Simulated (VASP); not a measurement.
# ScAl3 (ephs) (Pm-3m) in VASP: further runs

Runs on ScAl3 (ephs). Level: PBE. Tasks: single point, relaxation of cell and atoms.

Everything below comes from runs of VASP 6.6.1. Logs are shortened: lines on timing, memory, paths and dates and some standing lists are left out, and cuts for length are marked.

### 1 The cell of the first run

Symmetry: Pm-3m, No. 221, cubic system. Conventional cell: a = 4.108 Å, b = 4.108 Å, c = 4.108 Å, α = 90.00°, β = 90.00°, γ = 90.00°. Sc (site symmetry m-3m) has 12 Al at 2.90 Å within 3.8 Å. Within 3.8 Å of Al (site symmetry 4/mmm) lie 4 Sc at 2.90 Å and 8 Al at 2.90 Å.

### 2 Single point, PBE

INCAR reads:

```
SYSTEM = ScAl3
PREC = Accurate
ENCUT = 520
EDIFF = 1E-7
ISMEAR = -1
SIGMA = 0.15
LREAL = .FALSE.
LASPH = .TRUE.
NELM = 100
ALGO = Normal
ISIF = 2
LWAVE = .FALSE.
LCHARG = .TRUE.
GGA = PE
LELF = .TRUE.
LVHAR = .TRUE.
NBANDS = 18
```

KPOINTS reads:

```
regular mesh
0
G
  10 10 10
  0 0 0
```

POSCAR reads:

```
ScAl3
1.0
    4.1081511378      0.0000000000      0.0000000000
    0.0000000000      4.1081511378      0.0000000000
    0.0000000000      0.0000000000      4.1081511378
Sc Al
1 3
Direct
    0.0000000000      0.0000000000      0.0000000000
    0.5000000000      0.0000000000      0.5000000000
    0.0000000000      0.5000000000      0.5000000000
    0.5000000000      0.5000000000      0.0000000000
```

Potentials or basis: VASP PAW PBE potentials, release 64 (Sc_sv, Al).

Run with:

```console
> cat potpaw_PBE.64/Sc_sv/POTCAR potpaw_PBE.64/Al/POTCAR > POTCAR
> mpirun -np 1 vasp_std > vasp.out
```

OUTCAR:

```text
SYSTEM = ScAl3
   PREC = Accurate
   ENCUT = 520
   EDIFF = 1E-7
   ISMEAR = -1
   LREAL = .FALSE.
   LASPH = .TRUE.
   NELM = 100
   ISIF = 2
   GGA = PE

 ion  position               nearest neighbor table
   1  0.000  0.000  0.000-   2 2.90   3 2.90   4 2.90   2 2.90   3 2.90   3 2.90   4 2.90   3 2.90
                             2 2.90   4 2.90   2 2.90   4 2.90
   2  0.500  0.000  0.500-   1 2.90   3 2.90   4 2.90   1 2.90   4 2.90   3 2.90   4 2.90   4 2.90
                             1 2.90   3 2.90   1 2.90   3 2.90
   3  0.000  0.500  0.500-   1 2.90   2 2.90   4 2.90   1 2.90   4 2.90   1 2.90   2 2.90   1 2.90
                             2 2.90   4 2.90   4 2.90   2 2.90
   4  0.500  0.500  0.000-   1 2.90   2 2.90   3 2.90   2 2.90   3 2.90   1 2.90   2 2.90   2 2.90
                             1 2.90   3 2.90   3 2.90   1 2.90

  LATTYP: Found a simple cubic cell.
 ALAT       =     4.1081511378

  Lattice vectors:

 A1 = (   4.1081511378,   0.0000000000,   0.0000000000)
 A2 = (   0.0000000000,   4.1081511378,   0.0000000000)
 A3 = (   0.0000000000,   0.0000000000,   4.1081511378)

Analysis of symmetry for initial positions (statically):
=====================================================================
 Subroutine PRICEL returns:
 Original cell was already a primitive cell.

 Routine SETGRP: Setting up the symmetry group for a
 simple cubic supercell.

 Subroutine GETGRP returns: Found 48 space group operations
 (whereof 48 operations were pure point group operations)
 out of a pool of 48 trial point group operations.

The static configuration has the point symmetry O_h .

Analysis of symmetry for dynamics (positions and initial velocities):
=====================================================================
 Subroutine PRICEL returns:
 Original cell was already a primitive cell.

 Routine SETGRP: Setting up the symmetry group for a
 simple cubic supercell.

 Subroutine GETGRP returns: Found 48 space group operations
 (whereof 48 operations were pure point group operations)
 out of a pool of 48 trial point group operations.

The dynamic configuration has the point symmetry O_h .

 Subroutine INISYM returns: Found 48 space group operations
 (whereof 48 operations are pure point group operations),
 and found     1 'primitive' translations

----------------------------------------------------------------------------------------

                                     Primitive cell

  volume of cell :      69.3329

  direct lattice vectors                    reciprocal lattice vectors
     4.108151138  0.000000000  0.000000000     0.243418503  0.000000000  0.000000000
     0.000000000  4.108151138  0.000000000     0.000000000  0.243418503  0.000000000
     0.000000000  0.000000000  4.108151138     0.000000000  0.000000000  0.243418503

  length of vectors
     4.108151138  4.108151138  4.108151138     0.243418503  0.243418503  0.243418503

  position of ions in fractional coordinates (direct lattice)
     0.000000000  0.000000000  0.000000000
     0.500000000  0.000000000  0.500000000
     0.000000000  0.500000000  0.500000000
     0.500000000  0.500000000  0.000000000

  ion indices of the primitive-cell ions
   primitive index   ion index
                 1           1
                 2           2
                 3           3
                 4           4

----------------------------------------------------------------------------------------

 KPOINTS: regular mesh

Automatic generation of k-mesh.
 Grid dimensions read from file:
 generate k-points for:   10   10   10

 Generating k-lattice:

  Cartesian coordinates                     Fractional coordinates (reciprocal lattice)
     0.024341850  0.000000000  0.000000000     0.100000000  0.000000000  0.000000000
     0.000000000  0.024341850  0.000000000     0.000000000  0.100000000  0.000000000
     0.000000000  0.000000000  0.024341850     0.000000000  0.000000000  0.100000000

  Length of vectors
     0.024341850  0.024341850  0.024341850

  Shift w.r.t. Gamma in fractional coordinates (k-lattice)
     0.000000000  0.000000000  0.000000000

 Subroutine IBZKPT returns following result:
 ===========================================

 Found     56 irreducible k-points:

 Following reciprocal coordinates:
            Coordinates               Weight
  0.000000  0.000000  0.000000      1.000000
  0.100000  0.000000  0.000000      6.000000
  0.200000  0.000000  0.000000      6.000000
  0.300000  0.000000  0.000000      6.000000
  0.400000  0.000000  0.000000      6.000000
  0.500000  0.000000  0.000000      3.000000
[... 16 lines left out ...]
  0.200000  0.100000  0.100000     24.000000
  0.300000  0.100000  0.100000     24.000000
 [... further k-points ...]
   k-points           NKPTS =     56   k-points in BZ     NKDIM =     56   number of bands    NBANDS=     18
   number of dos      NEDOS =    301   number of ions     NIONS =      4
   total plane-waves  NPLWV =  32768
   dimension x,y,z NGX =    32 NGY =   32 NGZ =   32
   dimension x,y,z NGXF=    64 NGYF=   64 NGZF=   64
   ions per type =               1   3
   NGX,Y,Z   is equivalent  to a cutoff of  12.95, 12.95, 12.95 a.u.
   NGXF,Y,Z  is equivalent  to a cutoff of  25.90, 25.90, 25.90 a.u.
 SYSTEM =  ScAl3
   PREC   = accura    normal or accurate (medium, high low for compatibility)
   ISTART =      0    job   : 0-new  1-cont  2-samecut
   ICHARG =      2    charge: 1-file 2-atom 10-const
   ISPIN  =      1    spin polarized calculation?
   LNONCOLLINEAR =      F non collinear calculations
   LSORBIT =      F    spin-orbit coupling
   LASPH  =      T    aspherical Exc in radial PAW
   ENCUT  =  520.0 eV  38.22 Ry    6.18 a.u.   7.64  7.64  7.64*2*pi/ulx,y,z
   NELM   =    100;   NELMIN=  2; NELMDL= -5     # of ELM steps
   EDIFF  = 0.1E-06   stopping-criterion for ELM
   LREAL  =      F    real-space projection
   EDIFFG = 0.1E-05   stopping-criterion for IOM
   NSW    =      0    number of steps for IOM
   IBRION =     -1    ionic relax: 0-MD 1-quasi-New 2-CG
   NFREE  =      0    steps in history (QN), initial steepest desc. (CG)
   ISIF   =      2    stress and relaxation
   ISYM   =      2    0-nonsym 1-usesym 2-fastsym
   POTIM  = 0.5000    time-step for ionic-motion
   TEBEG  =    0.0;   TEEND  =   0.0 temperature during run
   PSTRESS=    0.0 pullay stress
   NELECT =      20.0000    total number of electrons
   NUPDOWN=      -1.0000    fix difference up-down
   EMIN   =  10.00;   EMAX   =-10.00  energy-range for DOS
   EFERMI =   0.00;   METHOD = LEGACY
   ISMEAR =    -1;   SIGMA  =   0.15  broadening in eV -4-tet -1-fermi 0-gaus
   EFERMI_NEDOS =   21; number of points for ismear=-14 and -15
   IALGO  =     38    algorithm
   IMIX   =      4    mixing-type and parameters
     AMIX     =   0.40;   BMIX     =  1.00
     AMIX_MAG =   1.60;   BMIX_MAG =  1.00
  volume/ion in A,a.u.               =      17.33       116.97
  Fermi-wavevector in a.u.,A,eV,Ry     =   1.081696  2.044108 15.919707  1.170065
  Thomas-Fermi vector in A             =   2.217719
   LORBIT       =      0    0 simple, 1 ext, 2 COOP (PROOUT), +10 PAW based schemes
   GGA     = PE    functional components
   LHFCALC =     F    Hartree Fock is set to
   AEXX    =    0.0000 exact exchange contribution
   IVDW    =     0    specifies the selected vdW correction
   LEPSILON=     F    determine dielectric tensor
   LRPA    =     F    only Hartree local field effects (RPA)
 non-spin polarized calculation
  energy-cutoff  :      520.00
  volume of cell :       69.33
 maximum number of plane-waves:      1888
 NGX is ok and might be reduce to    32
   NGX = 15   NGY = 15   NGZ = 15

 number of electron      19.9999996 magnetization

 Free energy of the ion-electron system (eV)
  ---------------------------------------------------
  ext. energy  EPLUGINS =         0.00000000
  ---------------------------------------------------
  free energy    TOTEN  =       -19.34861441 eV

  energy without entropy =      -19.24548408  energy(sigma->0) =      -19.29704924

 E-fermi :   7.1437     XC(G=0): -10.3592

 val. band max:        7.0971951576   @ k =   0.5000   0.1000   0.1000
 cond. band min:       7.1732289353   @ k =   0.3000   0.0000   0.0000
 fundamental gap:      0.0760337777
 Fermi energy:         7.1437347621

 k-point     1 :       0.0000    0.0000    0.0000
  band No.  band energies     occupation
      1     -41.8898      2.00000
      2     -20.5875      2.00000
      3     -20.5875      2.00000
      4     -20.5875      2.00000
      5      -2.8123      2.00000
      6       4.5344      2.00000
[... 10 lines left out ...]
     17      12.3662      0.00000
     18      12.3662      0.00000

 k-point     2 :       0.1000    0.0000    0.0000
  band No.  band energies     occupation
      1     -41.8897      2.00000
      2     -20.5904      2.00000
      3     -20.5873      2.00000
      4     -20.5873      2.00000
      5      -2.7211      2.00000
      6       3.7594      2.00000
[... 10 lines left out ...]
     17      12.4362      0.00000
     18      12.4363      0.00000

 k-point     3 :       0.2000    0.0000    0.0000
  band No.  band energies     occupation
      1     -41.8894      2.00000
      2     -20.5979      2.00000
      3     -20.5867      2.00000
      4     -20.5867      2.00000
      5      -2.4504      2.00000
      6       2.6121      2.00000
[... 10 lines left out ...]
     17      12.2973      0.00000
     18      12.3545      0.00000

 k-point     4 :       0.3000    0.0000    0.0000
  band No.  band energies     occupation
      1     -41.8890      2.00000
      2     -20.6072      2.00000
      3     -20.5859      2.00000
      4     -20.5859      2.00000
      5      -2.0098      2.00000
      6       1.4833      2.00000
[... 375 lines left out ...]
      4     -20.5897      2.00000
      5      -2.5404      2.00000
      6       3.7438      2.00000
[... 10 lines left out ...]
     17      12.5933      0.00000
     18      12.6753      0.00000

 k-point    23 :       0.2000    0.1000    0.1000
  band No.  band energies     occupation
      1     -41.8891      2.00000
      2     -20.5973      2.00000
      3     -20.5894      2.00000
      4     -20.5891      2.00000
      5      -2.2729      2.00000
      6       2.7415      2.00000
[... 10 lines left out ...]
     17      12.0744      0.00000
     18      12.4513      0.00000

 k-point    24 :       0.3000    0.1000    0.1000
  band No.  band energies     occupation
      1     -41.8888      2.00000
      2     -20.6065      2.00000
      3     -20.5886      2.00000
      4     -20.5883      2.00000
      5      -1.8379      2.00000
      6       1.6349      2.00000
[... 10 lines left out ...]
     17      11.8863      0.00000
     18      12.6506      0.00000

 [... further k-points ...]

------------------------ aborting loop because EDIFF is reached ----------------------------------------

  FORCE on cell =-STRESS in cart. coord.  units (eV):
  Direction    XX          YY          ZZ          XY          YZ          ZX
  --------------------------------------------------------------------------------------
  -------------------------------------------------------------------------------------
  Total        0.0077451      0.0077451      0.0077451      0.0000000     -0.0000000      0.0000000
  in kB        0.1789767      0.1789767      0.1789767      0.0000000     -0.0000000      0.0000000
  external PRESSURE =       0.1789767 kB  Pullay stress =       0.0000000 kB

 VOLUME and BASIS-vectors are now :
 -----------------------------------------------------------------------------
  energy-cutoff  :      520.00
  volume of cell :       69.33
      direct lattice vectors                 reciprocal lattice vectors
     4.108151138  0.000000000  0.000000000     0.243418503  0.000000000  0.000000000
     0.000000000  4.108151138  0.000000000     0.000000000  0.243418503  0.000000000
     0.000000000  0.000000000  4.108151138     0.000000000  0.000000000  0.243418503

 POSITION                                       TOTAL-FORCE (eV/Angst)
 -----------------------------------------------------------------------------------
      0.00000      0.00000      0.00000         0.000000      0.000000      0.000000
      2.05408      0.00000      2.05408         0.000000      0.000000      0.000000
      0.00000      2.05408      2.05408         0.000000      0.000000      0.000000
      2.05408      2.05408      0.00000         0.000000      0.000000      0.000000
 -----------------------------------------------------------------------------------
    total drift:                               -0.000000      0.000000      0.000000

  FREE ENERGIE OF THE ION-ELECTRON SYSTEM (eV)
  ---------------------------------------------------
  free  energy   TOTEN  =       -19.3486144099 eV

  energy  without entropy=      -19.2454840758  energy(sigma->0) =      -19.29704924
```

Wall time 33 s (1 thread of Intel Xeon Platinum 8488C (Sapphire Rapids), shared host); peak memory 0.21 GiB.

Results:

* Free energy: -19.3486 eV
* Pressure: 0.0 GPa
* Band gap on the k mesh: zero (band 10 reaches 7.93 eV, above the bottom of band 11 at 4.20 eV)

(Part 1 of 2 ends here.)
